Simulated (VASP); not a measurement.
The system is GaSbTe2S.

```
CELL_PARAMETERS angstrom
3.41778 0.00000 0.00000
0.00000 4.16815 0.00000
0.00000 0.00000 11.44619
ATOMIC_POSITIONS crystal
Ga 0.00000 0.50000 0.00000
Sb 0.00000 0.50000 0.50000
Te 0.00000 0.50000 0.22972
Te 0.00000 0.50000 0.77028
S 0.50000 0.00000 0.50000
```

The cell was generated, and may not be a known phase.

```yaml
Program: VASP 6.6.1
Task: relaxation of cell and atoms
Functional: PBE
Potentials_or_basis: VASP PAW PBE potentials, release 64 (Ga_d, Sb, Te, S)
Cutoff: 600 eV
k_mesh: 6 × 4 × 2
Occupations: gaussian, width 0.1 eV
Spin: no spin polarisation
```

At the start: pressure -0.0 GPa; volume 32.61 Å³/atom.

Q: How do energy, volume and symmetry change on relaxing?

A: Over 11 steps the energy falls by 22.5 meV/atom and the volume is 33.24 Å³/atom (+1.9 %); space group Pmmm (No. 47, to 0.1 Å) before and after.

The path:
| step | energy change (eV) | largest force (eV/Å) | pressure (GPa) | volume (Å³) |
| --- | --- | --- | --- | --- |
| 1 | 0.0000 | 0.0008 | -0.02 | 163.06 |
| 2 | -0.0645 | 0.0180 | 0.60 | 162.90 |
| 3 | -0.0739 | 0.0404 | 1.13 | 162.71 |
| 4 | -0.0759 | 0.0107 | 0.96 | 162.77 |
| 5 | -0.1036 | 0.0290 | -0.12 | 167.78 |
| 6 | -0.1036 | 0.0283 | -0.09 | 167.68 |
| 7 | -0.1097 | 0.0750 | -0.30 | 167.47 |
| 8 | -0.1098 | 0.0695 | -0.28 | 167.50 |
| 9 | -0.1122 | 0.0245 | 0.09 | 165.94 |
| 10 | -0.1122 | 0.0244 | 0.09 | 165.94 |
| 11 | -0.1126 | 0.0121 | 0.05 | 166.22 |

Final structure:
```
CELL_PARAMETERS angstrom
3.63516 0.00000 0.00000
0.00000 4.08251 0.00000
0.00000 0.00000 11.20061
ATOMIC_POSITIONS crystal
Ga 0.00000 0.50000 0.00000
Sb 0.00000 0.50000 0.50000
Te 0.00000 0.50000 0.22912
Te 0.00000 0.50000 0.77088
S 0.50000 0.00000 0.50000
```

Caveat: the k points lie up to 0.38 Å⁻¹ apart in the final cell, too coarse for converged energies and pressures of a metal.
